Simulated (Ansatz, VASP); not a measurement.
One calculation of Se, two programs

```xyz
2
Lattice="3.6697 -0.0098 0.0346 -0.0244 3.6686 0.0188 -1.7467 -0.2874 4.6754" Properties=species:S:1:pos:R:3 pbc="T T T"
Se    2.8637    0.7941    0.4103
Se   -0.9652    2.5772    4.3184
```

Alike in both runs: functional PBE; k mesh 10 × 10 × 8; occupations gaussian, width 0.01 eV; no spin polarisation.

Ansatz relaxed the structure, and its values are those at the end. VASP's run is a single point on that final structure, the one shown.

|  | VASP | Ansatz |
| --- | --- | --- |
| version | VASP 6.6.1 | Ansatz 0.2.0 |
| potentials or method | VASP PAW PBE potentials, release 64 (Se), cutoff 520 eV | scalar-relativistic, plane waves, PAW |
| valence electrons in the cell | 12 | 32 |

|  | VASP | Ansatz | Ansatz less VASP |
| --- | --- | --- | --- |
| gap on the k mesh at the Fermi level (eV) | none | none | - |
| pressure (GPa) | 0.1 | 0.0 | -0.06 |
| rms of the force components (eV/Å) | 0.014 | 0.003 | -0.0108 |

A gap of «none» marks a metal or a gap that the smearing closes. VASP's potentials hold 12 valence electrons a cell and Ansatz's 32, so a difference there can come from the potentials and not from the codes.
